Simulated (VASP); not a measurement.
Set up this calculation in VASP 6.6.1, as the native input.

* Task: single point
* Functional: PBE
* Potentials or basis: VASP PAW PBE potentials, release 64 (Bi_d, Se)
* Cutoff: 520 eV
* k mesh: 6 × 6 × 6
* Occupations: gaussian, width 0.05 eV
* Spin: no spin polarisation
* Dipole correction: no
* Further INCAR settings: ALGO = Normal; EDIFF = 1e-07; NBANDS = 32

The structure of Bi2Se3 lies in POSCAR:

```
Bi2Se3
1.0
    1.9889736646      1.1483344807     10.6948803845
   -1.9889736646      1.1483344807     10.6948803845
    0.0000000000     -2.2966689614     10.6948803845
Bi Se
2 3
Direct
    0.3955941725      0.3955941725      0.3955941725
    0.6044058275      0.6044058275      0.6044058275
    0.0000000000      0.0000000000      0.0000000000
    0.2210304535      0.2210304535      0.2210304535
    0.7789695465      0.7789695465      0.7789695465
```

This cell differs from its parent crystal: strain -0.050 along x and y, +0.025 along z.

One way to write it, as run:

INCAR

```
SYSTEM = Bi2Se3
PREC     = Accurate       ! precision mode
ENCUT    = 520            ! plane-wave cutoff, eV
EDIFF    = 1E-7           ! SCF threshold, eV
ISMEAR   = 0              ! smearing method
SIGMA    = 0.05           ! smearing width, eV
LREAL    = .False.        ! projectors in reciprocal space
LASPH    = .True.         ! aspherical terms in the spheres
NELM     = 100            ! most SCF steps
ALGO     = Normal         ! electronic algorithm
ISIF     = 2              ! what is computed and relaxed
LWAVE    = .False.        ! write WAVECAR
LCHARG   = .False.        ! write CHGCAR
GGA      = PE             ! functional
NBANDS   = 32             ! bands
```

KPOINTS

```
regular mesh
0
Gamma
  6 6 6
  0 0 0
```

Potentials or basis: VASP PAW PBE potentials, release 64 (Bi_d, Se).

Launch:

```console
$ cat potpaw_PBE.64/Bi_d/POTCAR potpaw_PBE.64/Se/POTCAR > POTCAR
$ mpirun -np 1 vasp_std > vasp.out
```

It gave:

The pressure is 5.0 GPa, the largest force is 0.507 eV/Å and the band gap on the k mesh is 0.97 eV.

Caveat: the cell differs from its parent crystal (strain -0.050 along x and y, +0.025 along z); the cell stands under pressure; spin-orbit coupling is left out, which moves the levels of the heavy elements.

Wall time 16 min on 1 thread of Intel(R) Xeon(R) 6975P-C (Granite Rapids), on a shared host, peak memory 1.1 GiB.
